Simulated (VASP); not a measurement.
A run of VASP 6.6.1:

Contents of INCAR:

```
SYSTEM = Re
  ALGO = Normal
  EDIFF = 1E-6
  ENCUT = 520
  ISIF = 2
  ISMEAR = 0
  LASPH = .True.
  LCHARG = .True.
  LELF = .True.
  LREAL = .False.
  LVHAR = .True.
  LWAVE = .False.
  NBANDS = 14
  NELM = 80
  PREC = Accurate
  SIGMA = 0.05
```

File KPOINTS:

```
k-points
0
Gamma
  18 18 10
  0 0 0
```

Contents of POSCAR:

```
Re
1.0
    2.7370273395      0.0000000000      0.0000000000
   -1.3685136697      2.3703352068      0.0000000000
    0.0000000000      0.0000000000      4.4173455146
Re
2
Direct
    0.3333333333      0.6666666667      0.7500000000
    0.6666666667      0.3333333333      0.2500000000
```

Potentials or basis: VASP PAW LDA potentials, release 64 (Re).

The run is started by

```sh
$ cat potpaw_LDA.64/Re/POTCAR > POTCAR
$ mpirun -np 1 vasp_std > vasp.out
```

Hardware: 1 thread of Intel(R) Xeon(R) Platinum 8259CL CPU @ 2.50GHz (Skylake/Cascade Lake) (shared host).

**Question.** Estimate the wall time of this run.

**Answer.** It took 80 s on 1 thread of Intel(R) Xeon(R) Platinum 8259CL CPU @ 2.50GHz (Skylake/Cascade Lake) (shared host), peak memory 0.19 GiB. Counts: scf iterations 11, k points 222.
